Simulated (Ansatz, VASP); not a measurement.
Ir in VASP and in Ansatz

The input INCAR:

```
PREC = Accurate
ENCUT = 500
EDIFF = 1E-6
ISMEAR = 0
SIGMA = 0.15
LREAL = F
LASPH = T
NELM = 120
ALGO = Normal
ISIF = 2
LWAVE = F
LCHARG = F
NBANDS = 24
GGA_COMPAT = F
```

File KPOINTS:

```
regular mesh
0
Gamma
  21 21 12
```

POSCAR

```
Ir
1.0
    2.7052421934      0.0000000000      0.0000000000
   -1.3526210967      2.3428084629      0.0000000000
    0.0000000000      0.0000000000      4.3862377053
Ir
2
Direct
    0.6666666667      0.3333333333      0.7500000000
    0.3333333333      0.6666666667      0.2500000000
```

Input for Ansatz:

```yaml
crystal:
  lattice:
    - [2.7052421934, 0.0, 0.0]
    - [-1.3526210967, 2.3428084629, 0.0]
    - [0.0, 0.0, 4.3862377053]
  atoms:
    - { symbol: Ir, position: [0.6666666667, 0.3333333333, 0.75] }
    - { symbol: Ir, position: [0.3333333333, 0.6666666667, 0.25] }
basis:
  ecutwfc: 420
kpoints:
  mp_grid: { grid: [21, 21, 12] }
hamiltonian:
  xc: lda
  pseudopotentials: { kind: paw, azcp: { folder: soft_1 } }
scf:
  occupations: { method: gaussian, width: 0.15 }
output:
  forces: true
  stress: true
  eigenvalues: true
```

Alike in both runs: task single point; functional LDA; k mesh 21 × 21 × 12; occupations gaussian, width 0.15 eV; no spin polarisation.

```csv
,VASP,Ansatz
version,VASP 6.6.1,Ansatz 0.2.0
potentials or method,"VASP PAW LDA potentials, release 64 (Ir_sv_GW), cutoff 500 eV","scalar-relativistic, plane waves, PAW"
valence electrons in the cell,34,34
```

|  | VASP | Ansatz | Ansatz less VASP |
| --- | --- | --- | --- |
| gap on the k mesh at the Fermi level (eV) | none | none | - |
| pressure (GPa) | -1.7 | 0.1 | +1.75 |
| traceless stress, the component that is largest in VASP (GPa) | 0.27 | 0.30 | +0.029 |

Ansatz warns that its potentials were made for another functional, while VASP's fit it. LDA's correlation is that of Perdew and Zunger in VASP and of Perdew and Wang (1992) in Ansatz. A gap of «none» marks a metal or a gap that the smearing closes.

Spin-orbit coupling is off throughout.
